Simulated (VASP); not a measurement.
# Au (P6/mmm) in VASP: notebook

Au is run at these levels: PBE; tasks: relaxation of cell and atoms, single point.

Program: VASP 6.6.1. These are calculated values, not measurements. Logs are shortened: lines on timing, memory, paths and dates and some standing lists are left out, and cuts for length are marked.

## (1) The cell of the first run

The structure is hexagonal, space group P6/mmm (No. 191). The conventional cell has a = 2.817 Å, b = 2.817 Å, c = 2.798 Å, α = 90.00°, β = 90.00°, γ = 120.00°. Within 3.7 Å of Au (site symmetry 6/mmm) lie 8 Au at 2.80 to 2.82 Å.

## (2) Relaxation of cell and atoms, PBE, target pressure 0.86 GPa, at which the enthalpy is minimised

INCAR reads:

```
SYSTEM = Au
ALGO = Normal
EDIFF = 1E-6
EDIFFG = -0.005
ENCUT = 600
GGA = PE
IBRION = 2
ISIF = 3
ISMEAR = -1
LASPH = .True.
LCHARG = .False.
LREAL = .False.
LWAVE = .False.
NELM = 60
NSW = 32
PREC = Accurate
PSTRESS = 8.6
SIGMA = 0.08
```

KPOINTS reads:

```
k-points
0
Gamma
  16 16 14
  0 0 0
```

POSCAR reads:

```
Au
1.0
    2.8170632050      0.0000000000      0.0000000000
   -1.4085316025      2.4396482996      0.0000000000
    0.0000000000      0.0000000000      2.7980296877
Au
1
Direct
    0.0000000000      0.0000000000      0.0000000000
```

Potentials or basis: VASP PAW PBE potentials, release 64 (Au).

Launch:

```sh
> cat potpaw_PBE.64/Au/POTCAR > POTCAR
> mpirun -np 1 vasp_std > vasp.out
```

OUTCAR:

```text
SYSTEM = Au
   EDIFF = 1E-6
   EDIFFG = -0.005
   ENCUT = 600
   GGA = PE
   IBRION = 2
   ISIF = 3
   ISMEAR = -1
   LASPH = .True.
   LREAL = .False.
   NELM = 60
   NSW = 32
   PREC = Accurate
   PSTRESS = 8.6

 ion  position               nearest neighbor table
   1  0.000  0.000  0.000-

  LATTYP: Found a hexagonal cell.
 ALAT       =     2.8170632050
 C/A-ratio  =     0.9932434894

  Lattice vectors:

 A1 = (   2.8170632050,   0.0000000000,   0.0000000000)
 A2 = (  -1.4085316025,   2.4396482996,   0.0000000000)
 A3 = (   0.0000000000,   0.0000000000,   2.7980296877)

Analysis of symmetry for initial positions (statically):
=====================================================================
 Subroutine PRICEL returns:
 Original cell was already a primitive cell.

 Routine SETGRP: Setting up the symmetry group for a
 hexagonal supercell.

 Subroutine GETGRP returns: Found 24 space group operations
 (whereof 24 operations were pure point group operations)
 out of a pool of 24 trial point group operations.

The static configuration has the point symmetry D_6h.

Analysis of symmetry for dynamics (positions and initial velocities):
=====================================================================
 Subroutine PRICEL returns:
 Original cell was already a primitive cell.

 Routine SETGRP: Setting up the symmetry group for a
 hexagonal supercell.

 Subroutine GETGRP returns: Found 24 space group operations
 (whereof 24 operations were pure point group operations)
 out of a pool of 24 trial point group operations.

The dynamic configuration has the point symmetry D_6h.

 Subroutine INISYM returns: Found 24 space group operations
 (whereof 24 operations are pure point group operations),
 and found     1 'primitive' translations

----------------------------------------------------------------------------------------

                                     Primitive cell

  volume of cell :      19.2299

  direct lattice vectors                    reciprocal lattice vectors
     2.817063205  0.000000000  0.000000000     0.354979611  0.204947574  0.000000000
    -1.408531603  2.439648300  0.000000000     0.000000000  0.409895148  0.000000000
     0.000000000  0.000000000  2.798029688     0.000000000  0.000000000  0.357394349

  length of vectors
     2.817063205  2.817063205  2.798029688     0.409895148  0.409895148  0.357394349

  position of ions in fractional coordinates (direct lattice)
     0.000000000  0.000000000  0.000000000

  ion indices of the primitive-cell ions
   primitive index   ion index
                 1           1

----------------------------------------------------------------------------------------

 KPOINTS: k-points

Automatic generation of k-mesh.
 Grid dimensions read from file:
 generate k-points for:   16   16   14

 Generating k-lattice:

  Cartesian coordinates                     Fractional coordinates (reciprocal lattice)
     0.022186226  0.012809223  0.000000000     0.062500000  0.000000000  0.000000000
     0.000000000  0.025618447  0.000000000     0.000000000  0.062500000  0.000000000
     0.000000000  0.000000000  0.025528168     0.000000000  0.000000000  0.071428571

  Length of vectors
     0.025618447  0.025618447  0.025528168

  Shift w.r.t. Gamma in fractional coordinates (k-lattice)
     0.000000000  0.000000000  0.000000000

 Subroutine IBZKPT returns following result:
 ===========================================

 Found    240 irreducible k-points:

 Following reciprocal coordinates:
            Coordinates               Weight
  0.000000  0.000000  0.000000      1.000000
  0.062500 -0.000000  0.000000      6.000000
  0.125000 -0.000000  0.000000      6.000000
  0.187500 -0.000000  0.000000      6.000000
  0.250000 -0.000000  0.000000      6.000000
  0.312500  0.000000  0.000000      6.000000
[... 16 lines left out ...]
  0.187500  0.187500  0.000000      6.000000
  0.250000  0.187500  0.000000     12.000000
 [... further k-points ...]
   k-points           NKPTS =    240   k-points in BZ     NKDIM =    240   number of bands    NBANDS=      9
   number of dos      NEDOS =    301   number of ions     NIONS =      1
   total plane-waves  NPLWV =  13824
   dimension x,y,z NGX =    24 NGY =   24 NGZ =   24
   dimension x,y,z NGXF=    48 NGYF=   48 NGZF=   48
   ions per type =               1
   NGX,Y,Z   is equivalent  to a cutoff of  14.16, 14.16, 14.26 a.u.
   NGXF,Y,Z  is equivalent  to a cutoff of  28.33, 28.33, 28.52 a.u.
 SYSTEM =  Au
   PREC   = accura    normal or accurate (medium, high low for compatibility)
   ISTART =      0    job   : 0-new  1-cont  2-samecut
   ICHARG =      2    charge: 1-file 2-atom 10-const
   ISPIN  =      1    spin polarized calculation?
   LNONCOLLINEAR =      F non collinear calculations
   LSORBIT =      F    spin-orbit coupling
   LASPH  =      T    aspherical Exc in radial PAW
   ENCUT  =  600.0 eV  44.10 Ry    6.64 a.u.   5.63  5.63  5.59*2*pi/ulx,y,z
   NELM   =     60;   NELMIN=  2; NELMDL= -5     # of ELM steps
   EDIFF  = 0.1E-05   stopping-criterion for ELM
   LREAL  =      F    real-space projection
   EDIFFG = -.5E-02   stopping-criterion for IOM
   NSW    =     32    number of steps for IOM
   IBRION =      2    ionic relax: 0-MD 1-quasi-New 2-CG
   NFREE  =      1    steps in history (QN), initial steepest desc. (CG)
   ISIF   =      3    stress and relaxation
   ISYM   =      2    0-nonsym 1-usesym 2-fastsym
   POTIM  = 0.5000    time-step for ionic-motion
   TEBEG  =    0.0;   TEEND  =   0.0 temperature during run
   PSTRESS=    8.6 pullay stress
   NELECT =      11.0000    total number of electrons
   NUPDOWN=      -1.0000    fix difference up-down
   EMIN   =  10.00;   EMAX   =-10.00  energy-range for DOS
   EFERMI =   0.00;   METHOD = LEGACY
   ISMEAR =    -1;   SIGMA  =   0.08  broadening in eV -4-tet -1-fermi 0-gaus
   EFERMI_NEDOS =   21; number of points for ismear=-14 and -15
   IALGO  =     38    algorithm
   IMIX   =      4    mixing-type and parameters
     AMIX     =   0.40;   BMIX     =  1.00
     AMIX_MAG =   1.60;   BMIX_MAG =  1.00
  volume/ion in A,a.u.               =      19.23       129.77
  Fermi-wavevector in a.u.,A,eV,Ry     =   1.358982  2.568103 25.127673  1.846832
  Thomas-Fermi vector in A             =   2.485769
   LORBIT       =      0    0 simple, 1 ext, 2 COOP (PROOUT), +10 PAW based schemes
   GGA     = PE    functional components
   LHFCALC =     F    Hartree Fock is set to
   AEXX    =    0.0000 exact exchange contribution
   IVDW    =     0    specifies the selected vdW correction
   LEPSILON=     F    determine dielectric tensor
   LRPA    =     F    only Hartree local field effects (RPA)
 conjugate gradient relaxation of ions
 non-spin polarized calculation
  energy-cutoff  :      600.00
  volume of cell :       19.23
 maximum number of plane-waves:       659
 NGX is ok and might be reduce to    24

--------------------------------------- Ionic step        1  -------------------------------------------

 number of electron      10.9999998 magnetization

 Free energy of the ion-electron system (eV)
  ---------------------------------------------------
  ext. energy  EPLUGINS =         0.00000000
  ---------------------------------------------------
  free energy    TOTEN  =        -3.15071363 eV

  energy without entropy =       -3.14579174  energy(sigma->0) =       -3.14825269

------------------------ aborting loop because EDIFF is reached ----------------------------------------

  FORCE on cell =-STRESS in cart. coord.  units (eV):
  Direction    XX          YY          ZZ          XY          YZ          ZX
  --------------------------------------------------------------------------------------
  -------------------------------------------------------------------------------------
  Total        0.0886733      0.0886733      0.0915889     -0.0000000      0.0000000      0.0000000
  in kB        7.3880043      7.3880043      7.6309300     -0.0000000      0.0000000      0.0000000
  external PRESSURE =      -1.1310204 kB  Pullay stress =       8.6000000 kB
[... 59 lines left out ...]
  enthalpy is  TOTEN    =        -3.0474916235 eV   P V=        0.1030173741

--------------------------------------- Ionic step        3  -------------------------------------------

 number of electron      10.9999998 magnetization

 Free energy of the ion-electron system (eV)
  ---------------------------------------------------
  ext. energy  EPLUGINS =         0.00000000
  ---------------------------------------------------
  free energy    TOTEN  =        -3.15062927 eV

  energy without entropy =       -3.14570303  energy(sigma->0) =       -3.14816615

 E-fermi :   7.4873     XC(G=0): -11.9284

 val. band max:        7.3892863298   @ k =   0.2500   0.1875   0.2143
 cond. band min:       7.5154896398   @ k =   0.3750  -0.0000   0.3571
 fundamental gap:      0.1262033100
 Fermi energy:         7.4872989705

 k-point     1 :       0.0000    0.0000    0.0000
  band No.  band energies     occupation
      1      -1.1191      2.00000
      2       1.5336      2.00000
      3       3.3304      2.00000
      4       3.3304      2.00000
      5       5.7792      2.00000
      6       5.7792      2.00000
      7      19.8362      0.00000
      8      22.8519      0.00000
      9      26.5702      0.00000
[... 265 lines left out ...]
 k-point    24 :       0.2500    0.1875    0.0000
  band No.  band energies     occupation
      1       1.8939      2.00000
      2       2.2602      2.00000
      3       3.0519      2.00000
      4       4.4282      2.00000
      5       5.2301      2.00000
      6       6.9176      1.99839
      7      14.5554      0.00000
      8      17.3823      0.00000
      9      25.1784      0.00000

 [... further k-points ...]
[... 5 lines left out ...]
  --------------------------------------------------------------------------------------
  -------------------------------------------------------------------------------------
  Total        0.1050929      0.1050929      0.1047921      0.0000000      0.0000000      0.0000000
  in kB        8.7637655      8.7637655      8.7386830      0.0000000      0.0000000      0.0000000
  external PRESSURE =       0.1554047 kB  Pullay stress =       8.6000000 kB
[... 16 lines left out ...]
  FREE ENERGIE OF THE ION-ELECTRON SYSTEM (eV)
  ---------------------------------------------------
  free  energy   TOTEN  =        -3.1506292747 eV

  energy  without entropy=       -3.1457030271  energy(sigma->0) =       -3.14816615

  enthalpy is  TOTEN    =        -3.0475002181 eV   P V=        0.1031290566

 reached required accuracy - stopping structural energy minimisation
```

Wall time 32 s (1 thread of Intel Xeon Platinum 8488C (Sapphire Rapids), shared host); peak memory 0.18 GiB.

Results:

```
Free energy                                            : -3.1506 eV
Relaxed volume                                         : 19.21 Å³/atom
Relaxed cell                                           : a = 2.816 Å, b = 2.816 Å, c = 2.797 Å, α = 90.00°, β = 90.00°, γ = 120.00°
Space group after relaxing (to 0.05 Å)                 : P6/mmm (No. 191)
Energy change on relaxing (the enthalpy is what falls) : +0.1 meV/atom
Ionic steps                                            : 3
Pressure after relaxing                                : 0.9 GPa
```

Final structure:
```
Au
1.0
     2.81618    0.00000    0.00000
    -1.40809    2.43888    0.00000
     0.00000    0.00000    2.79733
Au
1
Direct
  0.00000 0.00000 0.00000
```

Levels at points of the mesh, in eV from the Fermi level:
```csv
k point,band 3,band 4,band 5,band 6,band 7,band 8,band 9
"(0.00, 0.00, 0.00)",-4.16,-4.16,-1.71,-1.71,12.35,15.36,19.08
"(0.50, 0.00, 0.00)",-3.41,-2.07,-1.28,-0.20,3.06,12.15,16.64
"(0.00, 0.00, 0.50)",-3.92,-2.84,-2.84,-1.19,1.29,17.68,20.21
"(0.50, 0.00, 0.50)",-3.43,-1.18,-0.81,3.80,4.70,7.58,12.56
```

Caveat: the cell is relaxed towards a set pressure, so the enthalpy falls and the energy may rise; spin-orbit coupling is left out, which moves the levels of the heavy elements.

## (3) Single point, PBE

INCAR reads:

```
SYSTEM = Au
PREC = Accurate
ENCUT = 520
EDIFF = 1E-6
ISMEAR = -1
SIGMA = 0.08
LREAL = .FALSE.
LASPH = .TRUE.
NELM = 100
ALGO = Normal
ISIF = 2
LWAVE = .FALSE.
LCHARG = .FALSE.
GGA = PE
NBANDS = 12
```

KPOINTS reads:

```
Automatic mesh
0
G
  16 16 14
  0 0 0
```

POSCAR is that of step 2.

Potentials or basis: VASP PAW PBE potentials, release 64 (Au).

Launch:

```sh
> cat potpaw_PBE.64/Au/POTCAR > POTCAR
> mpirun -np 1 vasp_std > vasp.out
```

Wall time 13 s (1 thread of Intel Xeon 6975P-C (Granite Rapids), shared host); peak memory 0.18 GiB.

It converged, with:

* Free energy: -3.1507 eV
* Pressure: 0.7 GPa

Levels at points of the mesh, in eV from the Fermi level:
| k point | band 4 | band 5 | band 6 | band 7 | band 8 | band 9 |
| --- | --- | --- | --- | --- | --- | --- |
| (0.00, 0.00, 0.00) | -4.15 | -1.71 | -1.71 | 12.35 | 15.36 | 19.07 |
| (0.50, 0.00, 0.00) | -2.07 | -1.28 | -0.20 | 3.06 | 12.14 | 16.63 |
| (0.00, 0.00, 0.50) | -2.84 | -2.84 | -1.18 | 1.28 | 17.68 | 20.21 |
| (0.50, 0.00, 0.50) | -1.18 | -0.82 | 3.80 | 4.70 | 7.57 | 12.55 |

Caveat: spin-orbit coupling is left out, which moves the levels of the heavy elements.

## (4) Single point, PBE

This run uses another cell than the first one: it holds 3 atoms, not 1.

Edit INCAR of step 3 so:

```diff
@@ -14,2 +14,2 @@
 GGA = PE
-NBANDS = 12
+NBANDS = 24
```

KPOINTS reads:

```
Automatic mesh
0
G
  8 8 11
  0 0 0
```

POSCAR reads:

```
Au
1.0
    4.7293444166      0.0000000000      0.0000000000
   -2.3646722083      4.0957324080      0.0000000000
    0.0000000000      0.0000000000      2.8257848490
Au
3
Direct
    0.0000000000      0.0000000000      0.0000000000
    0.3333333333      0.6666666667      0.5000000000
    0.6666666667      0.3333333333      0.5000000000
```

Launch:

```sh
> cat potpaw_PBE.64/Au/POTCAR > POTCAR
> mpirun -np 1 vasp_std > vasp.out
```

Wall time 21 s (1 thread of Intel Xeon 6975P-C (Granite Rapids), shared host); peak memory 0.21 GiB.

The run converged. Its results:

```yaml
Free_energy: -9.4744 eV
Pressure: 0.6 GPa
```

Levels at points of the mesh, in eV from the Fermi level:
```tsv
k point	band 14	band 15	band 16	band 17	band 18	band 19
(0.00, 0.00, 0.00)	-3.22	-1.79	-1.79	2.74	3.56	5.14
(0.50, 0.00, 0.00)	-2.19	-2.18	-1.97	-1.73	-0.40	3.02
```

Caveat: spin-orbit coupling is left out, which moves the levels of the heavy elements.

## (5) Relaxation of cell and atoms, PBE, target pressure 0.86 GPa, at which the enthalpy is minimised

This run uses another cell than the first one, of 18.57 Å³/atom, 0.966 times its volume.

INCAR reads:

```
ALGO = Normal
EDIFF = 1E-6
EDIFFG = -0.005
ENCUT = 600
GGA = PE
IBRION = 2
ISIF = 3
ISMEAR = -1
LASPH = True
LCHARG = False
LREAL = False
LWAVE = False
NELM = 80
NSW = 60
PREC = Accurate
PSTRESS = 8.6
SIGMA = 0.08
```

KPOINTS reads:

```
k-points
0
Gamma
  16 16 14
```

POSCAR reads:

```
Au
1.0
    2.8359315069      0.0000000000      0.0000000000
   -1.4179657534      2.4559887284      0.0000000000
    0.0000000000      0.0000000000      2.6657756165
Au
1
Direct
    0.0000000000      0.0000000000      0.0000000000
```

Launch:

```sh
> cat potpaw_PBE.64/Au/POTCAR > POTCAR
> mpirun -np 1 vasp_std > vasp.out
```

Wall time 48 s (1 thread of Intel Xeon 6975P-C (Granite Rapids), shared host); peak memory 0.19 GiB.

Results (log left out):

- Free energy: -3.1503 eV
- Relaxed volume: 19.21 Å³/atom
- Relaxed cell: a = 2.816 Å, b = 2.816 Å, c = 2.797 Å, α = 90.00°, β = 90.00°, γ = 120.00°
- Space group after relaxing (to 0.05 Å): P6/mmm (No. 191)
- Energy change on relaxing (the enthalpy is what falls): -40.9 meV/atom
- Ionic steps: 8
- Pressure after relaxing: 0.9 GPa

The path:
```
step  energy change (eV)  largest force (eV/Å)  pressure (GPa)  volume (Å³)
   1              0.0000                0.0000            5.53        18.57
   2             -0.0308                0.0000           -3.06        20.01
   3             -0.0405                0.0000           -0.47        19.40
   4             -0.0389                0.0000            2.17        19.03
   5             -0.0408                0.0000            0.89        19.20
   6             -0.0408                0.0000            0.93        19.20
   7             -0.0409                0.0000            0.86        19.21
   8             -0.0409                0.0000            0.88        19.21
```

Final structure:
```cif
data_structure
_symmetry_space_group_name_H-M 'P 1'
_symmetry_Int_Tables_number 1
_cell_length_a 2.8159
_cell_length_b 2.8159
_cell_length_c 2.7969
_cell_angle_alpha 90.000
_cell_angle_beta 90.000
_cell_angle_gamma 120.000
_cell_volume 19.21
loop_
_atom_site_label
_atom_site_type_symbol
_atom_site_fract_x
_atom_site_fract_y
_atom_site_fract_z
_atom_site_occupancy
Au1 Au 0.00000 0.00000 0.00000 1
```

Levels at points of the mesh, in eV from the Fermi level:
```csv
k point,band 3,band 4,band 5,band 6,band 7,band 8,band 9
"(0.00, 0.00, 0.00)",-4.16,-4.16,-1.71,-1.71,12.35,15.36,19.09
"(0.50, 0.00, 0.00)",-3.41,-2.07,-1.28,-0.20,3.06,12.15,16.64
"(0.00, 0.00, 0.50)",-3.92,-2.84,-2.84,-1.19,1.29,17.69,20.21
"(0.50, 0.00, 0.50)",-3.43,-1.18,-0.81,3.80,4.70,7.58,12.56
```

Caveat: the cell is relaxed towards a set pressure, so the enthalpy falls and the energy may rise; spin-orbit coupling is left out, which moves the levels of the heavy elements.

## (6) Summary

| task | cell | k mesh | cutoff (eV) | gap on the mesh (eV) | pressure (GPa) |
| --- | --- | --- | --- | --- | --- |
| relaxation of cell and atoms | relaxed to 0.86 GPa from a = 2.817, b = 2.817, c = 2.798 Å, angles 90.0, 90.0, 120.0°, 1 atom | 16 × 16 × 14 | 600 | none | 0.9 |
| single point | a = 2.817, b = 2.817, c = 2.798 Å, angles 90.0, 90.0, 120.0°, 1 atom | 16 × 16 × 14 | 520 | none | 0.7 |
| single point | a = 4.729, b = 4.729, c = 2.826 Å, angles 90.0, 90.0, 120.0°, 3 atoms | 8 × 8 × 11 | 520 | none | 0.6 |
| relaxation of cell and atoms | relaxed to 0.86 GPa from a = 2.836, b = 2.836, c = 2.666 Å, angles 90.0, 90.0, 120.0°, 1 atom | 16 × 16 × 14 | 600 | none | 0.9 |

Alike in all rows: level PBE; potentials or basis VASP PAW PBE potentials, release 64 (Au); no spin polarisation; smearing fermi-dirac 0.08 eV.

Caveats: spin-orbit coupling is left out, which moves the levels of the heavy elements; the cell is relaxed towards a set pressure, so the enthalpy falls and the energy may rise (some runs).

Total energies depend on the potentials used, so only differences within one code and one set of settings carry meaning.
